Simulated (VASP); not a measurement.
Runs of VASP 6.6.1 on Ir. The structure is that of space group P6_3/mmc (No. 194), or close to it. The cells are those of the table. 

| cell | gap on the mesh (eV) | pressure (GPa) |
| --- | --- | --- |
| a = 2.638, b = 2.638, c = 4.328 Å, angles 90.0, 90.0, 120.0°, 2 atoms | none | 33.5 |
| a = 2.694, b = 2.694, c = 4.424 Å, angles 90.0, 90.0, 120.0°, 2 atoms | none | 2.6 |
| a = 2.654, b = 2.654, c = 4.357 Å, angles 90.0, 90.0, 120.0°, 2 atoms | none | (a) |
| a = 2.673, b = 2.673, c = 4.388 Å, angles 90.0, 90.0, 120.0°, 2 atoms | none | 12.9 |

Alike in all rows: task single point; level LDA; potentials or basis VASP PAW LDA potentials, release 64 (Ir); no spin polarisation; k mesh 10 × 10 × 6; cutoff (eV) 520; smearing methfessel-paxton 0.05 eV.

Q: Fill in the values left out.

A: (a) 23.2.

Caveats: spin-orbit coupling is left out, which moves the levels of the heavy elements.

A k mesh can miss the band edges, and the runs leave out spin-orbit coupling on Ir.

A gap of «none» marks levels without a gap at the run's occupations.
